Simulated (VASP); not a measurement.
The system is TePb.

```
CELL_PARAMETERS angstrom
4.56932 0.00000 0.00000
2.28466 3.95715 0.00000
2.28466 1.31905 3.73084
ATOMIC_POSITIONS crystal
Te 0.50000 0.50000 0.50000
Pb 0.00000 0.00000 0.00000
```

| Quantity | Value |
| --- | --- |
| Program | VASP 6.6.1 |
| Task | relaxation of cell and atoms |
| Functional | r2SCAN |
| Potentials or basis | VASP PAW PBE potentials, release 64 (Te, Pb_d) |
| Cutoff | 600 eV |
| k mesh | 4 × 4 × 4 |
| Occupations | fermi-dirac, width 0.01 eV |
| Spin | no spin polarisation |

At the start: pressure 1.6 GPa; volume 33.73 Å³/atom.

Question: How do energy, volume and symmetry change on relaxing?

Answer: Over 3 steps the energy falls by 5.8 meV/atom and the volume is 34.93 Å³/atom (+3.5 %); space group Fm-3m (No. 225, to 0.1 Å) before and after.

The path:
```
step  energy change (eV)  largest force (eV/Å)  pressure (GPa)  volume (Å³)
   1              0.0000                0.0000            1.61        67.46
   2             -0.0099                0.0000           -0.56        70.82
   3             -0.0116                0.0000            0.01        69.85
```

Final structure:
```
Te Pb
1.0
     4.62271    0.00000    0.00000
     2.31136    4.00339    0.00000
     2.31136    1.33446    3.77443
Te Pb
1 1
Direct
  0.50000 0.50000 0.50000
  0.00000 0.00000 0.00000
```

Caveat: the k points lie up to 0.42 Å⁻¹ apart in the final cell; the PAW data sets were made with another functional, which shifts forces and pressure a little.
